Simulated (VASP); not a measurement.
# GaAs (I-4m2) in VASP: further runs

GaAs is run at these levels: LDA; tasks: electric field gradients.

Everything below comes from runs of VASP 6.6.1. Logs are shortened: lines on timing, memory, paths and dates and some standing lists are left out, and cuts for length are marked.

### 1 The cell of the first run

Symmetry: I-4m2, No. 119, tetragonal system. The conventional cell has a = 3.998 Å, b = 3.998 Å, c = 5.484 Å, α = 90.00°, β = 90.00°, γ = 90.00°. Within 3.2 Å of Ga (site symmetry -4m2) lie 4 As at 2.42 Å. Within 3.2 Å of As (site symmetry -4m2) lie 4 Ga at 2.42 Å.

### 2 Electric field gradients, LDA (zz strain of -3 %)

INCAR

```
SYSTEM = GaAs
  PREC = Accurate
  ENCUT = 520
  EDIFF = 1E-8
  ISMEAR = -1
  SIGMA = 0.05
  LREAL = .False.
  LASPH = .True.
  NELM = 80
  ALGO = Normal
  ISIF = 2
  LWAVE = .False.
  LCHARG = .False.
  LEFG = .True.
  NBANDS = 16
```

KPOINTS

```
regular mesh
0
Gamma
  11 11 11
  0 0 0
```

POSCAR

```
GaAs
1.0
    0.0000000000      2.8268500000      2.7420445000
    2.8268500000      0.0000000000      2.7420445000
    2.8268500000      2.8268500000      0.0000000000
Ga As
1 1
Direct
    0.0000000000      0.0000000000      0.0000000000
    0.7500000000      0.7500000000      0.7500000000
```

Potentials or basis: VASP PAW LDA potentials, release 64 (Ga_d, As).

On the command line:

```
> cat potpaw_LDA.64/Ga_d/POTCAR potpaw_LDA.64/As/POTCAR > POTCAR
> mpirun -np 1 vasp_std > vasp.out
```

OUTCAR:

```text
SYSTEM = GaAs
   PREC = Accurate
   ENCUT = 520
   EDIFF = 1E-8
   ISMEAR = -1
   LREAL = .False.
   LASPH = .True.
   NELM = 80
   ISIF = 2

 ion  position               nearest neighbor table
   1  0.000  0.000  0.000-   2 2.42   2 2.42   2 2.42   2 2.42
   2  0.750  0.750  0.750-   1 2.42   1 2.42   1 2.42   1 2.42

  LATTYP: Found a body centered tetragonal cell.
 ALAT       =     3.9977696088
 C/A-ratio  =     1.3717871555

  Lattice vectors:

 A1 = (   0.0000000000,  -2.8268500000,  -2.7420445000)
 A2 = (   0.0000000000,   2.8268500000,  -2.7420445000)
 A3 = (   2.8268500000,   0.0000000000,   2.7420445000)

Analysis of symmetry for initial positions (statically):
=====================================================================
 Subroutine PRICEL returns:
 Original cell was already a primitive cell.

 Routine SETGRP: Setting up the symmetry group for a
 body centered tetragonal supercell.

 Subroutine GETGRP returns: Found  8 space group operations
 (whereof  8 operations were pure point group operations)
 out of a pool of 16 trial point group operations.

The static configuration has the point symmetry D_2d.

Analysis of symmetry for dynamics (positions and initial velocities):
=====================================================================
 Subroutine PRICEL returns:
 Original cell was already a primitive cell.

 Routine SETGRP: Setting up the symmetry group for a
 body centered tetragonal supercell.

 Subroutine GETGRP returns: Found  8 space group operations
 (whereof  8 operations were pure point group operations)
 out of a pool of 16 trial point group operations.

The dynamic configuration has the point symmetry D_2d.

 Subroutine INISYM returns: Found  8 space group operations
 (whereof  8 operations are pure point group operations),
 and found     1 'primitive' translations

----------------------------------------------------------------------------------------

                                     Primitive cell

  volume of cell :      43.8238

  direct lattice vectors                    reciprocal lattice vectors
     0.000000000  2.826850000  2.742044500    -0.176875321  0.176875321  0.182345691
     2.826850000  0.000000000  2.742044500     0.176875321 -0.176875321  0.182345691
     2.826850000  2.826850000  0.000000000     0.176875321  0.176875321 -0.182345691

  length of vectors
     3.938259636  3.938259636  3.997769609     0.309547588  0.309547588  0.309547588

  position of ions in fractional coordinates (direct lattice)
     0.000000000  0.000000000  0.000000000
     0.750000000  0.750000000  0.750000000

  ion indices of the primitive-cell ions
   primitive index   ion index
                 1           1
                 2           2

----------------------------------------------------------------------------------------

 KPOINTS: regular mesh

Automatic generation of k-mesh.
 Grid dimensions read from file:
 generate k-points for:   11   11   11

 Generating k-lattice:

  Cartesian coordinates                     Fractional coordinates (reciprocal lattice)
    -0.016079575  0.016079575  0.016576881     0.090909091 -0.000000000  0.000000000
     0.016079575 -0.016079575  0.016576881    -0.000000000  0.090909091  0.000000000
     0.016079575  0.016079575 -0.016576881     0.000000000  0.000000000  0.090909091

  Length of vectors
     0.028140690  0.028140690  0.028140690

  Shift w.r.t. Gamma in fractional coordinates (k-lattice)
     0.000000000  0.000000000  0.000000000

 Subroutine IBZKPT returns following result:
 ===========================================

 Found    126 irreducible k-points:

 Following reciprocal coordinates:
            Coordinates               Weight
  0.000000  0.000000  0.000000      1.000000
  0.090909  0.000000  0.000000      8.000000
  0.181818  0.000000  0.000000      8.000000
  0.272727  0.000000  0.000000      8.000000
  0.363636  0.000000  0.000000      8.000000
  0.454545 -0.000000  0.000000      8.000000
[... 16 lines left out ...]
 -0.272727  0.181818  0.000000      8.000000
 -0.181818  0.181818  0.000000      4.000000
 [... further k-points ...]
   k-points           NKPTS =    126   k-points in BZ     NKDIM =    126   number of bands    NBANDS=     16
   number of dos      NEDOS =    301   number of ions     NIONS =      2
   total plane-waves  NPLWV =  27000
   dimension x,y,z NGX =    30 NGY =   30 NGZ =   30
   dimension x,y,z NGXF=    60 NGYF=   60 NGZF=   60
   ions per type =               1   1
   NGX,Y,Z   is equivalent  to a cutoff of  12.66, 12.66, 12.48 a.u.
   NGXF,Y,Z  is equivalent  to a cutoff of  25.33, 25.33, 24.95 a.u.
 SYSTEM =  GaAs
   PREC   = accura    normal or accurate (medium, high low for compatibility)
   ISTART =      0    job   : 0-new  1-cont  2-samecut
   ICHARG =      2    charge: 1-file 2-atom 10-const
   ISPIN  =      1    spin polarized calculation?
   LNONCOLLINEAR =      F non collinear calculations
   LSORBIT =      F    spin-orbit coupling
   LASPH  =      T    aspherical Exc in radial PAW
   ENCUT  =  520.0 eV  38.22 Ry    6.18 a.u.   7.32  7.32  7.43*2*pi/ulx,y,z
   NELM   =     80;   NELMIN=  2; NELMDL= -5     # of ELM steps
   EDIFF  = 0.1E-07   stopping-criterion for ELM
   LREAL  =      F    real-space projection
   EDIFFG = 0.1E-06   stopping-criterion for IOM
   NSW    =      0    number of steps for IOM
   IBRION =     -1    ionic relax: 0-MD 1-quasi-New 2-CG
   NFREE  =      0    steps in history (QN), initial steepest desc. (CG)
   ISIF   =      2    stress and relaxation
   ISYM   =      2    0-nonsym 1-usesym 2-fastsym
   POTIM  = 0.5000    time-step for ionic-motion
   TEBEG  =    0.0;   TEEND  =   0.0 temperature during run
   PSTRESS=    0.0 pullay stress
   NELECT =      18.0000    total number of electrons
   NUPDOWN=      -1.0000    fix difference up-down
   EMIN   =  10.00;   EMAX   =-10.00  energy-range for DOS
   EFERMI =   0.00;   METHOD = LEGACY
   ISMEAR =    -1;   SIGMA  =   0.05  broadening in eV -4-tet -1-fermi 0-gaus
   EFERMI_NEDOS =   21; number of points for ismear=-14 and -15
   IALGO  =     38    algorithm
   IMIX   =      4    mixing-type and parameters
     AMIX     =   0.40;   BMIX     =  1.00
     AMIX_MAG =   1.60;   BMIX_MAG =  1.00
  volume/ion in A,a.u.               =      21.91       147.87
  Fermi-wavevector in a.u.,A,eV,Ry     =   1.216921  2.299647 20.148817  1.480896
  Thomas-Fermi vector in A             =   2.352259
   LORBIT       =      0    0 simple, 1 ext, 2 COOP (PROOUT), +10 PAW based schemes
   GGA     = CA    functional components
   LHFCALC =     F    Hartree Fock is set to
   AEXX    =    0.0000 exact exchange contribution
   IVDW    =     0    specifies the selected vdW correction
   LEPSILON=     F    determine dielectric tensor
   LRPA    =     F    only Hartree local field effects (RPA)
 non-spin polarized calculation
  energy-cutoff  :      520.00
  volume of cell :       43.82
 maximum number of plane-waves:      1219
 NGX is ok and might be reduce to    30
   NGX = 15   NGY = 15   NGZ = 15

 number of electron      18.0000009 magnetization

 Free energy of the ion-electron system (eV)
  ---------------------------------------------------
  ext. energy  EPLUGINS =         0.00000000
  ---------------------------------------------------
  free energy    TOTEN  =        -9.63606847 eV

  energy without entropy =       -9.63605605  energy(sigma->0) =       -9.63606226

 E-fermi :   4.4386     XC(G=0): -10.0482

 val. band max:        4.2089971010   @ k =   0.0000   0.0000   0.0000
 cond. band min:       4.6523377105   @ k =   0.0000   0.0000   0.0000
 fundamental gap:      0.4433406094
 Fermi energy:         4.4385991634

 k-point     1 :       0.0000    0.0000    0.0000
  band No.  band energies     occupation
      1     -10.8924      2.00000
      2     -10.8924      2.00000
      3     -10.8853      2.00000
      4     -10.8065      2.00000
      5     -10.8027      2.00000
      6      -8.8891      2.00000
[... 8 lines left out ...]
     15      14.0443      0.00000
     16      14.6064      0.00000

 k-point     2 :       0.0909    0.0000    0.0000
  band No.  band energies     occupation
      1     -10.8989      2.00000
      2     -10.8902      2.00000
      3     -10.8849      2.00000
      4     -10.8068      2.00000
      5     -10.8027      2.00000
      6      -8.7875      2.00000
[... 8 lines left out ...]
     15      13.4421      0.00000
     16      13.8577      0.00000
[... 387 lines left out ...]
      5     -10.8037      2.00000
      6      -7.4100      2.00000
[... 8 lines left out ...]
     15      14.5285      0.00000
     16      16.2364      0.00000

 k-point    24 :      -0.1818    0.1818    0.0000
  band No.  band energies     occupation
      1     -10.9503      2.00000
      2     -10.8757      2.00000
      3     -10.8681      2.00000
      4     -10.8051      2.00000
      5     -10.8049      2.00000
      6      -7.9021      2.00000
[... 8 lines left out ...]
     15      14.2409      0.00000
     16      15.0911      0.00000

 [... further k-points ...]
[... 5 lines left out ...]
  --------------------------------------------------------------------------------------
  -------------------------------------------------------------------------------------
  Total       -0.0093288     -0.0093288      0.4894927      0.0000000     -0.0000000      0.0000000
  in kB       -0.3410571     -0.3410571     17.8956215      0.0000000     -0.0000000      0.0000000
  external PRESSURE =       5.7378357 kB  Pullay stress =       0.0000000 kB

 VOLUME and BASIS-vectors are now :
 -----------------------------------------------------------------------------
  energy-cutoff  :      520.00
  volume of cell :       43.82
      direct lattice vectors                 reciprocal lattice vectors
     0.000000000  2.826850000  2.742044500    -0.176875321  0.176875321  0.182345691
     2.826850000  0.000000000  2.742044500     0.176875321 -0.176875321  0.182345691
     2.826850000  2.826850000  0.000000000     0.176875321  0.176875321 -0.182345691

 POSITION                                       TOTAL-FORCE (eV/Angst)
 -----------------------------------------------------------------------------------
      0.00000      0.00000      0.00000        -0.000000     -0.000000      0.000000
      4.24027      4.24027      4.11307         0.000000      0.000000     -0.000000
 -----------------------------------------------------------------------------------
    total drift:                                0.000000      0.000000      0.000001

  FREE ENERGIE OF THE ION-ELECTRON SYSTEM (eV)
  ---------------------------------------------------
  free  energy   TOTEN  =        -9.6360684700 eV

  energy  without entropy=       -9.6360560528  energy(sigma->0) =       -9.63606226

 Electric field gradients (V/A^2)
---------------------------------------------------------------------
 ion       V_xx      V_yy      V_zz      V_xy      V_xz      V_yz
---------------------------------------------------------------------
   1      -2.572    -2.572     5.143    -0.001    -0.004    -0.004
   2       3.542     3.542    -7.084     0.000     0.000     0.000
---------------------------------------------------------------------

 Electric field gradients after diagonalization (V/A^2)
 (convention: |V_zz| > |V_xx| > |V_yy|)
----------------------------------------------------------------------
 ion       V_xx      V_yy      V_zz     asymmetry (V_yy - V_xx)/ V_zz
----------------------------------------------------------------------
   1      -2.573    -2.570     5.143       0.001
   2       3.542     3.542    -7.084       0.000
----------------------------------------------------------------------

           NMR quadrupolar parameters

 Cq : quadrupolar parameter    Cq=e*Q*V_zz/h
 eta: asymmetry parameters     (V_yy - V_xx)/ V_zz
 Q  : nuclear electric quadrupole moment in mb (millibarn)
----------------------------------------------------------------------
 ion       Cq(MHz)       eta       Q (mb)
----------------------------------------------------------------------
   1       0.012       0.001       1.000
   2      -0.017       0.000       1.000
----------------------------------------------------------------------
```

Wall time 53 s (1 thread of Intel Xeon Platinum 8488C (Sapphire Rapids), shared host); peak memory 0.22 GiB.

Results:

| Quantity | Value |
| --- | --- |
| Free energy | -9.6361 eV |
| Pressure | 0.6 GPa |
| Band gap on the k mesh | 0.44 eV |
| Largest electric field gradient by atom | Ga +5.1; As -7.1 V/Å² |

Electric field gradients, principal values (V/Å²):
| atom | least | middle | greatest (by size) |
| --- | --- | --- | --- |
| 1 Ga | -2.570 | -2.573 | 5.143 |
| 2 As | 3.542 | 3.542 | -7.084 |

Caveat: the cell differs from its parent crystal (zz strain of -3 %); without QUAD_EFG the Cq values of the log hold for a quadrupole moment of 1 mb, not for the nuclei; an odd mesh through Γ misses points on the zone boundary, where band edges can lie.

(Part 1 of 2 ends here.)
